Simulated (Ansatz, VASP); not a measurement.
# Cs in VASP and in Ansatz

INCAR

```
PREC = Accurate
ENCUT = 520
EDIFF = 1E-6
ISMEAR = 0
SIGMA = 0.1
LREAL = F
LASPH = T
NELM = 100
ALGO = Normal
ISIF = 2
LWAVE = F
LCHARG = T
GGA = PS
LELF = T
LVHAR = T
NBANDS = 46
```

File KPOINTS:

```
Automatic mesh
0
Gamma
  2 2 2
```

The input POSCAR:

```
Cs
1.0
    9.9646325200      0.0000000000      0.0000000000
    0.0000000000      9.9646325200      0.0000000000
    0.0000000000      0.0000000000      9.9646325200
Cs
8
Direct
    0.0000000000      0.2500000000      0.5000000000
    0.0000000000      0.7500000000      0.5000000000
    0.5000000000      0.0000000000      0.7500000000
    0.5000000000      0.0000000000      0.2500000000
    0.7500000000      0.5000000000      0.0000000000
    0.2500000000      0.5000000000      0.0000000000
    0.5000000000      0.5000000000      0.5000000000
    0.0000000000      0.0000000000      0.0000000000
```

Input for Ansatz:

```yaml
crystal:
  lattice:
    - [9.96463252, 0.0, 0.0]
    - [0.0, 9.96463252, 0.0]
    - [0.0, 0.0, 9.96463252]
  atoms:
    - { symbol: Cs, position: [0.0, 0.25, 0.5] }
    - { symbol: Cs, position: [0.0, 0.75, 0.5] }
    - { symbol: Cs, position: [0.5, 0.0, 0.75] }
    - { symbol: Cs, position: [0.5, 0.0, 0.25] }
    - { symbol: Cs, position: [0.75, 0.5, 0.0] }
    - { symbol: Cs, position: [0.25, 0.5, 0.0] }
    - { symbol: Cs, position: [0.5, 0.5, 0.5] }
    - { symbol: Cs, position: [0.0, 0.0, 0.0] }
basis:
  ecutwfc: 420
kpoints:
  mp_grid: { grid: [2, 2, 2] }
hamiltonian:
  xc: pbesol
scf:
  occupations: { method: gaussian, width: 0.1 }
  lower_state_search: "off"
output:
  forces: true
  stress: true
  eigenvalues: true
```

Alike in both runs: task single point; functional PBEsol; k mesh 2 × 2 × 2; occupations gaussian, width 0.1 eV; no spin polarisation.

```csv
,VASP,Ansatz
version,VASP 6.6.1,Ansatz 0.2.0
potentials or method,"VASP PAW PBE potentials, release 64 (Cs_sv), cutoff 520 eV","scalar-relativistic, plane waves, PAW"
valence electrons in the cell,72,72
```

|  | VASP | Ansatz | Ansatz less VASP |
| --- | --- | --- | --- |
| gap on the k mesh at the Fermi level (eV) | none | none | - |
| pressure (GPa) | -0.2 | -0.2 | +0.01 |

VASP's potentials were made for PBE, not for PBEsol. A gap of «none» marks a metal or a gap that the smearing closes.

Spin-orbit coupling is off throughout.
